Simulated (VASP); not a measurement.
Here is a VASP 6.6.1 calculation.

File POSCAR:

```
CdS
1.0
    4.4085296404      0.0000000000      0.0000000000
   -2.2042648202      3.8178986620      0.0000000000
    0.0000000000      0.0000000000      5.7481181855
Cd S
2 2
Direct
    0.3333333333      0.6666666667      0.2500000000
    0.6666666667      0.3333333333      0.7500000000
    0.6666666667      0.3333333333      0.2500000000
    0.3333333333      0.6666666667      0.7500000000
```

INCAR.step1

```
SYSTEM = CdS
PREC = Accurate ; ENCUT = 520
ISMEAR = 0 ; SIGMA = 0.01
LREAL = .FALSE. ; LASPH = .TRUE.
NELM = 100 ; NBANDS = 26
GGA = PE ; ALGO = Normal
EDIFF = 1E-4 ; LWAVE = .TRUE.
LCHARG = .FALSE.
```

File INCAR.step2:

```
SYSTEM = CdS
PREC = Accurate ; ENCUT = 520
EDIFF = 1E-6 ; ISMEAR = 0
SIGMA = 0.01 ; LREAL = .FALSE.
LASPH = .TRUE. ; NELM = 100
ALGO = Normal ; ISIF = 2
LWAVE = .FALSE. ; LCHARG = .TRUE.
METAGGA = R2SCAN ; LMIXTAU = .TRUE.
LELF = .TRUE. ; LVHAR = .TRUE.
NBANDS = 26 ; ISTART = 1
```

Contents of KPOINTS:

```
Automatic mesh
0
G
  6 6 4
  0 0 0
```

Potentials or basis: VASP PAW PBE potentials, release 64 (Cd, S).

Launch:

```sh
$ cat potpaw_PBE.64/Cd/POTCAR potpaw_PBE.64/S/POTCAR > POTCAR
$ cp INCAR.step1 INCAR
$ mpirun -np 1 vasp_std > vasp.out
$ cp INCAR.step2 INCAR
$ mpirun -np 1 vasp_std > vasp.out
```

(1) Estimate the band gap on the k mesh.

(2) Predict the pressure.

Results:

(1) 1.46 eV, indirect (least direct gap 1.73 eV).

(2) 0.4 GPa.

Caveat: the PAW data sets were made with another functional, which shifts forces and pressure a little.
